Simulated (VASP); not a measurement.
# LaAgO3 (Pm-3m) in VASP: further runs, part 2 of 2

VASP 6.6.1. The steps go on from the part before.

## (5) Single point, LDA

This run uses another cell than the first one, of 15.26 Å³/atom, 1.073 times its volume.

The input, INCAR:

```
SYSTEM = LaAgO3
  ALGO = Normal
  EDIFF = 1E-6
  ENCUT = 520
  ISIF = 2
  ISMEAR = -1
  LASPH = .True.
  LCHARG = .True.
  LELF = .True.
  LREAL = .False.
  LVHAR = .True.
  LWAVE = .False.
  NBANDS = 28
  NELM = 100
  PREC = Accurate
  SIGMA = 0.15
```

The input, KPOINTS:

```
k-points
0
Gamma
  6 6 6
  0 0 0
```

The input, POSCAR:

```
LaAgO3
1.0
    4.2410650467      0.0000000000      0.0000000000
    0.0000000000      4.2410650467      0.0000000000
    0.0000000000      0.0000000000      4.2410650467
La Ag O
1 1 3
Direct
    0.5000000000      0.5000000000      0.5000000000
    0.0000000000      0.0000000000      0.0000000000
    0.5000000000      0.0000000000      0.0000000000
    0.0000000000      0.5000000000      0.0000000000
    0.0000000000      0.0000000000      0.5000000000
```

Potentials or basis: VASP PAW LDA potentials, release 64 (La, Ag, O).

The run is started by

```sh
$ cat potpaw_LDA.64/La/POTCAR potpaw_LDA.64/Ag/POTCAR potpaw_LDA.64/O/POTCAR > POTCAR
$ mpirun -np 1 vasp_std > vasp.out
```

OUTCAR:

```text
SYSTEM = LaAgO3
   EDIFF = 1E-6
   ENCUT = 520
   ISIF = 2
   ISMEAR = -1
   LASPH = .True.
   LREAL = .False.
   NELM = 100
   PREC = Accurate

 ion  position               nearest neighbor table
   1  0.500  0.500  0.500-
   2  0.000  0.000  0.000-   3 2.12   4 2.12   5 2.12   5 2.12   4 2.12   3 2.12
   3  0.500  0.000  0.000-   2 2.12   2 2.12
   4  0.000  0.500  0.000-   2 2.12   2 2.12
   5  0.000  0.000  0.500-   2 2.12   2 2.12

  LATTYP: Found a simple cubic cell.
 ALAT       =     4.2410650467

  Lattice vectors:

 A1 = (   4.2410650467,   0.0000000000,   0.0000000000)
 A2 = (   0.0000000000,   4.2410650467,   0.0000000000)
 A3 = (   0.0000000000,   0.0000000000,   4.2410650467)

Analysis of symmetry for initial positions (statically):
=====================================================================
 Subroutine PRICEL returns:
 Original cell was already a primitive cell.

 Routine SETGRP: Setting up the symmetry group for a
 simple cubic supercell.

 Subroutine GETGRP returns: Found 48 space group operations
 (whereof 48 operations were pure point group operations)
 out of a pool of 48 trial point group operations.

The static configuration has the point symmetry O_h .

Analysis of symmetry for dynamics (positions and initial velocities):
=====================================================================
 Subroutine PRICEL returns:
 Original cell was already a primitive cell.

 Routine SETGRP: Setting up the symmetry group for a
 simple cubic supercell.

 Subroutine GETGRP returns: Found 48 space group operations
 (whereof 48 operations were pure point group operations)
 out of a pool of 48 trial point group operations.

The dynamic configuration has the point symmetry O_h .

 Subroutine INISYM returns: Found 48 space group operations
 (whereof 48 operations are pure point group operations),
 and found     1 'primitive' translations

----------------------------------------------------------------------------------------

                                     Primitive cell

  volume of cell :      76.2825

  direct lattice vectors                    reciprocal lattice vectors
     4.241065047  0.000000000  0.000000000     0.235789828  0.000000000  0.000000000
     0.000000000  4.241065047  0.000000000     0.000000000  0.235789828  0.000000000
     0.000000000  0.000000000  4.241065047     0.000000000  0.000000000  0.235789828

  length of vectors
     4.241065047  4.241065047  4.241065047     0.235789828  0.235789828  0.235789828

  position of ions in fractional coordinates (direct lattice)
     0.500000000  0.500000000  0.500000000
     0.000000000  0.000000000  0.000000000
     0.500000000  0.000000000  0.000000000
     0.000000000  0.500000000  0.000000000
     0.000000000  0.000000000  0.500000000

  ion indices of the primitive-cell ions
   primitive index   ion index
                 1           1
                 2           2
                 3           3
                 4           4
                 5           5

----------------------------------------------------------------------------------------

 KPOINTS: k-points

Automatic generation of k-mesh.
 Grid dimensions read from file:
 generate k-points for:    6    6    6

 Generating k-lattice:

  Cartesian coordinates                     Fractional coordinates (reciprocal lattice)
     0.039298305  0.000000000  0.000000000     0.166666667  0.000000000  0.000000000
     0.000000000  0.039298305  0.000000000     0.000000000  0.166666667  0.000000000
     0.000000000  0.000000000  0.039298305     0.000000000  0.000000000  0.166666667

  Length of vectors
     0.039298305  0.039298305  0.039298305

  Shift w.r.t. Gamma in fractional coordinates (k-lattice)
     0.000000000  0.000000000  0.000000000

 Subroutine IBZKPT returns following result:
 ===========================================

 Found     20 irreducible k-points:

 Following reciprocal coordinates:
            Coordinates               Weight
  0.000000  0.000000  0.000000      1.000000
  0.166667  0.000000  0.000000      6.000000
  0.333333  0.000000  0.000000      6.000000
  0.500000  0.000000  0.000000      3.000000
  0.166667  0.166667  0.000000     12.000000
  0.333333  0.166667  0.000000     24.000000
[... 12 lines left out ...]
  0.500000  0.500000  0.333333      6.000000
  0.500000  0.500000  0.500000      1.000000
   k-points           NKPTS =     20   k-points in BZ     NKDIM =     20   number of bands    NBANDS=     28
   number of dos      NEDOS =    301   number of ions     NIONS =      5
   total plane-waves  NPLWV =  32768
   dimension x,y,z NGX =    32 NGY =   32 NGZ =   32
   dimension x,y,z NGXF=    64 NGYF=   64 NGZF=   64
   ions per type =               1   1   3
   NGX,Y,Z   is equivalent  to a cutoff of  12.54, 12.54, 12.54 a.u.
   NGXF,Y,Z  is equivalent  to a cutoff of  25.09, 25.09, 25.09 a.u.
 SYSTEM =  LaAgO3
   PREC   = accura    normal or accurate (medium, high low for compatibility)
   ISTART =      0    job   : 0-new  1-cont  2-samecut
   ICHARG =      2    charge: 1-file 2-atom 10-const
   ISPIN  =      1    spin polarized calculation?
   LNONCOLLINEAR =      F non collinear calculations
   LSORBIT =      F    spin-orbit coupling
   LASPH  =      T    aspherical Exc in radial PAW
   ENCUT  =  520.0 eV  38.22 Ry    6.18 a.u.   7.89  7.89  7.89*2*pi/ulx,y,z
   NELM   =    100;   NELMIN=  2; NELMDL= -5     # of ELM steps
   EDIFF  = 0.1E-05   stopping-criterion for ELM
   LREAL  =      F    real-space projection
   EDIFFG = 0.1E-04   stopping-criterion for IOM
   NSW    =      0    number of steps for IOM
   IBRION =     -1    ionic relax: 0-MD 1-quasi-New 2-CG
   NFREE  =      0    steps in history (QN), initial steepest desc. (CG)
   ISIF   =      2    stress and relaxation
   ISYM   =      2    0-nonsym 1-usesym 2-fastsym
   POTIM  = 0.5000    time-step for ionic-motion
   TEBEG  =    0.0;   TEEND  =   0.0 temperature during run
   PSTRESS=    0.0 pullay stress
   NELECT =      40.0000    total number of electrons
   NUPDOWN=      -1.0000    fix difference up-down
   EMIN   =  10.00;   EMAX   =-10.00  energy-range for DOS
   EFERMI =   0.00;   METHOD = LEGACY
   ISMEAR =    -1;   SIGMA  =   0.15  broadening in eV -4-tet -1-fermi 0-gaus
   EFERMI_NEDOS =   21; number of points for ismear=-14 and -15
   IALGO  =     38    algorithm
   IMIX   =      4    mixing-type and parameters
     AMIX     =   0.40;   BMIX     =  1.00
     AMIX_MAG =   1.60;   BMIX_MAG =  1.00
  volume/ion in A,a.u.               =      15.26       102.96
  Fermi-wavevector in a.u.,A,eV,Ry     =   1.320140  2.494702 23.711810  1.742769
  Thomas-Fermi vector in A             =   2.449987
   LORBIT       =      0    0 simple, 1 ext, 2 COOP (PROOUT), +10 PAW based schemes
   GGA     = CA    functional components
   LHFCALC =     F    Hartree Fock is set to
   AEXX    =    0.0000 exact exchange contribution
   IVDW    =     0    specifies the selected vdW correction
   LEPSILON=     F    determine dielectric tensor
   LRPA    =     F    only Hartree local field effects (RPA)
 non-spin polarized calculation
  energy-cutoff  :      520.00
  volume of cell :       76.28
 maximum number of plane-waves:      2103
 NGX is ok and might be reduce to    32
   NGX = 15   NGY = 15   NGZ = 15

 number of electron      39.9999981 magnetization

 Free energy of the ion-electron system (eV)
  ---------------------------------------------------
  ext. energy  EPLUGINS =         0.00000000
  ---------------------------------------------------
  free energy    TOTEN  =       -33.71199858 eV

  energy without entropy =      -33.63092742  energy(sigma->0) =      -33.67146300

 E-fermi :   5.6451     XC(G=0): -11.1475

 val. band max:        5.4736785450   @ k =   0.5000   0.0000   0.0000
 cond. band min:       5.9070743050   @ k =   0.3333   0.1667   0.0000
 fundamental gap:      0.4333957600
 Fermi energy:         5.6451087317

 k-point     1 :       0.0000    0.0000    0.0000
  band No.  band energies     occupation
      1     -26.8376      2.00000
      2     -11.6457      2.00000
      3     -10.8227      2.00000
      4     -10.8227      2.00000
      5     -10.3205      2.00000
      6     -10.3205      2.00000
[... 20 lines left out ...]
     27       7.6672      0.00000
[... 567 lines left out ...]
      6     -10.5187      2.00000
[... 20 lines left out ...]
     27       7.7900      0.00000
     28       7.7900      0.00000

------------------------ aborting loop because EDIFF is reached ----------------------------------------

  FORCE on cell =-STRESS in cart. coord.  units (eV):
  Direction    XX          YY          ZZ          XY          YZ          ZX
  --------------------------------------------------------------------------------------
  -------------------------------------------------------------------------------------
  Total      -10.2126902    -10.2126902    -10.2126902      0.0000000      0.0000000     -0.0000000
  in kB     -214.4993306   -214.4993306   -214.4993306      0.0000000      0.0000000     -0.0000000
  external PRESSURE =    -214.4993306 kB  Pullay stress =       0.0000000 kB

 VOLUME and BASIS-vectors are now :
 -----------------------------------------------------------------------------
  energy-cutoff  :      520.00
  volume of cell :       76.28
      direct lattice vectors                 reciprocal lattice vectors
     4.241065047  0.000000000  0.000000000     0.235789828  0.000000000  0.000000000
     0.000000000  4.241065047  0.000000000     0.000000000  0.235789828  0.000000000
     0.000000000  0.000000000  4.241065047     0.000000000  0.000000000  0.235789828

 POSITION                                       TOTAL-FORCE (eV/Angst)
 -----------------------------------------------------------------------------------
      2.12053      2.12053      2.12053         0.000000      0.000000      0.000000
      0.00000      0.00000      0.00000         0.000000      0.000000      0.000000
      2.12053      0.00000      0.00000         0.000000      0.000000      0.000000
      0.00000      2.12053      0.00000         0.000000      0.000000      0.000000
      0.00000      0.00000      2.12053         0.000000      0.000000      0.000000
 -----------------------------------------------------------------------------------
    total drift:                                0.000000      0.000000     -0.000000

  FREE ENERGIE OF THE ION-ELECTRON SYSTEM (eV)
  ---------------------------------------------------
  free  energy   TOTEN  =       -33.7119985791 eV

  energy  without entropy=      -33.6309274247  energy(sigma->0) =      -33.67146300
```

Wall time 49 s (1 thread of AMD EPYC 7R13 (Zen 3), shared host); peak memory 0.16 GiB.

Results:

```yaml
Free_energy: -33.7120 eV
Pressure: -21.4 GPa
Band_gap_on_the_k_mesh: zero (band 20 reaches 7.51 eV, above the bottom of band 21 at 4.32 eV)
```

Caveat: spin-orbit coupling is left out, which moves the levels of the heavy elements.

## (6) The runs side by side

```csv
cell,gap on the mesh (eV),pressure (GPa)
"a = 4.142 Å, 5 atoms",none,-15.3
"a = 4.176 Å, 5 atoms",none,-17.7
"a = 4.209 Å, 5 atoms",none,-19.7
"a = 4.241 Å, 5 atoms",none,-21.4
```

Alike in all rows: task single point; level LDA; potentials or basis VASP PAW LDA potentials, release 64 (La, Ag, O); no spin polarisation; k mesh 6 × 6 × 6; cutoff (eV) 520; smearing fermi-dirac 0.15 eV.

Caveats: spin-orbit coupling is left out, which moves the levels of the heavy elements.

Absolute energies hang on the potentials; compare differences alone.
